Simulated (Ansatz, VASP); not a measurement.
# Al3GaN4 in VASP and in Ansatz

The input INCAR:

```
SYSTEM = Al3GaN4
ALGO     = Normal         ! electronic algorithm
EDIFF    = 1E-6           ! SCF threshold, eV
ENCUT    = 520            ! plane-wave cutoff, eV
GGA      = PS             ! functional
ISIF     = 2              ! what is computed and relaxed
ISMEAR   = 0              ! smearing method
LASPH    = .True.         ! aspherical terms in the spheres
LCHARG   = .True.         ! write CHGCAR
LELF     = .True.         ! ELF
LREAL    = .False.        ! projectors in reciprocal space
LVHAR    = .True.       
LWAVE    = .False.        ! write WAVECAR
NBANDS   = 31             ! bands
NELM     = 80             ! most SCF steps
PREC     = Accurate       ! precision mode
SIGMA    = 0.05           ! smearing width, eV
```

Contents of KPOINTS:

```
k-points
0
Gamma
  6 6 6
  0 0 0
```

POSCAR

```
Al3GaN4
1.0
    4.4069948390      0.0000000000      0.0550874355
    0.0000000000      4.4069948390      0.0000000000
    0.0550874355      0.0000000000      4.4069948390
Al Ga N
3 1 4
Direct
    0.5000000000      0.5000000000      0.0000000000
    0.5000000000      0.0000000000      0.5000000000
    0.0000000000      0.5000000000      0.5000000000
    0.0000000000      0.0000000000      0.0000000000
    0.7447077168      0.7447077168      0.2552922832
    0.7447077168      0.2552922832      0.7447077168
    0.2552922832      0.7447077168      0.7447077168
    0.2552922832      0.2552922832      0.2552922832
```

Input for Ansatz:

```yaml
crystal:
  lattice:
    - [4.406994839, 0.0, 0.0550874355]
    - [0.0, 4.406994839, 0.0]
    - [0.0550874355, 0.0, 4.406994839]
  atoms:
    - { symbol: Al, position: [0.5, 0.5, 0.0] }
    - { symbol: Al, position: [0.5, 0.0, 0.5] }
    - { symbol: Al, position: [0.0, 0.5, 0.5] }
    - { symbol: Ga, position: [0.0, 0.0, 0.0] }
    - { symbol: "N", position: [0.7447077168, 0.7447077168, 0.2552922832] }
    - { symbol: "N", position: [0.7447077168, 0.2552922832, 0.7447077168] }
    - { symbol: "N", position: [0.2552922832, 0.7447077168, 0.7447077168] }
    - { symbol: "N", position: [0.2552922832, 0.2552922832, 0.2552922832] }
basis:
  ecutwfc: 420
kpoints:
  mp_grid: { grid: [6, 6, 6] }
hamiltonian:
  xc: pbesol
scf:
  occupations: { method: gaussian, width: 0.05 }
output:
  forces: true
  stress: true
  eigenvalues: true
```

Change from the starting cell: strain +0.0250 x Voigt [0, 0, 0, 0, 1, 0], atoms carried along.

Alike in both runs: task single point; functional PBEsol; k mesh 6 × 6 × 6; occupations gaussian, width 0.05 eV; no spin polarisation.

|  | VASP | Ansatz |
| --- | --- | --- |
| version | VASP 6.6.1 | Ansatz 0.2.0 |
| potentials or method | VASP PAW PBE potentials, release 64 (Al, Ga_d, N), cutoff 520 eV | scalar-relativistic, plane waves, PAW |
| valence electrons in the cell | 42 | 42 |

Ansatz gave:

| Quantity | Value |
| --- | --- |
| gap on the k mesh at the Fermi level (eV) | 3.24 |
| least direct gap on the mesh (eV) | 3.24 |
| pressure (GPa) | 0.2 |
| traceless stress, the component that is largest in VASP (GPa) | -5.33 |
| rms of the force components (eV/Å) | 0.128 |

Task: Which values does VASP return?

Result: gap on the k mesh at the Fermi level (eV): 3.23; least direct gap on the mesh (eV): 3.23; pressure (GPa): 0.1; traceless stress, the component that is largest in VASP (GPa): -5.37; rms of the force components (eV/Å): 0.129.

VASP's potentials were made for PBE, not for PBEsol. Atom by atom the forces differ by 0.004 eV/Å (rms over components). With one functional, cell and mesh, what is left measures potentials, basis and numerics.
